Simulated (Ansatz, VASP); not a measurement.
**One calculation of TaC, two programs**

```
Ta C
1.0
     0.00000    2.22300    2.22300
     2.22300    0.00000    2.22300
     2.22300    2.22300    0.00000
Ta C
1 1
Cartesian
  0.0000 0.0000 0.0000
  2.2230 2.2230 2.2230
```

Alike in both runs: task single point; functional PBE; k mesh 9 × 9 × 9; no spin polarisation.

```csv
,VASP,Ansatz
version,VASP 6.6.1,Ansatz 0.2.0
potentials or method,"VASP PAW PBE potentials, release 64 (Ta_pv, C), cutoff 600 eV","plane waves, PAW"
occupations,"methfessel-paxton of order 1, width 0.1 eV","cold, width 0.1 eV"
valence electrons in the cell,15,17
```

```tsv
	VASP	Ansatz	Ansatz less VASP
pressure (GPa)	7.6	6.9	-0.67
```

VASP's potentials hold 15 valence electrons a cell and Ansatz's 17, so a difference there can come from the potentials and not from the codes.

Neither program's run includes spin-orbit coupling.
